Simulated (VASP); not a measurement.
## H10CO6: single point with PBE+D3(BJ)

The system is H10CO6.

```xyz
17
Lattice="6.1963 0.0000 0.0000 0.0000 6.1963 0.0000 0.0000 0.0000 6.1963" Properties=species:S:1:pos:R:3 pbc="T T T"
O     2.2598    1.6244    1.1665
O     2.3067    6.2320    3.4056
O     6.8408    1.3943    5.2185
O     4.6423    5.8075    5.1300
O     4.9484    3.0389    2.0196
O     6.2453    4.5430    3.0894
H     1.6370    1.4692    0.3919
H     3.1333    1.7496    0.7559
H     2.3321    6.7433    2.5507
H     1.6221    5.5443    3.2405
H     7.4161    0.9500    4.5459
H     6.0252    0.8282    5.2535
H     5.1447    5.2377    4.5076
H     3.8314    6.0272    4.6135
H     4.2252    3.5479    2.4551
H     6.9689    3.0640    1.8550
C     6.1245    3.5810    2.3522
```

```yaml
Program: VASP 6.6.1
Task: single point
Functional: PBE
Dispersion: D3(BJ)
Potentials_or_basis: VASP PAW PBE potentials, release 64 (O, H, C)
Cutoff: 520 eV
k_mesh: 1 × 1 × 1
Occupations: fermi-dirac, width 0.02 eV
Spin: no spin polarisation
```

| Property | Result |
| --- | --- |
| Pressure | -0.5 GPa |
| Largest force | 0.715 eV/Å |
| Band gap on the k mesh | 4.84 eV |
| Dispersion energy per atom | -0.028 eV |

Forces on the atoms (eV/Å):
```
O    0.098  0.006  0.019
O   -0.076 -0.079 -0.103
O   -0.053 -0.093  0.079
O   -0.032  0.027 -0.116
O   -0.124 -0.111 -0.034
O    0.183  0.498  0.479
H   -0.151 -0.033 -0.118
H    0.068 -0.025  0.073
H    0.074  0.155 -0.023
H   -0.004 -0.084  0.133
H    0.070  0.041 -0.039
H   -0.011  0.091  0.037
H   -0.010  0.040  0.034
H    0.012 -0.006  0.005
H    0.059 -0.011 -0.025
H   -0.051 -0.056  0.060
C   -0.052 -0.359 -0.461
```

Stress tensor (GPa, compression positive):
```
-1.01  0.15 -0.25
 0.15  0.15  0.48
-0.25  0.48 -0.53
```

Levels at points of the mesh, in eV from the valence-band top:
```tsv
k point	band 22	band 23	band 24	band 25	band 26	band 27	band 28	band 29
(0.00, 0.00, 0.00)	-0.49	-0.36	-0.10	0.00	4.84	5.10	7.72	8.52
```

It took 27 s on 1 thread of AMD EPYC 7R13 Processor (Zen 3), with other jobs on the host, peak memory 0.28 GiB.

Caveat: the k points lie up to 1.01 Å⁻¹ apart.
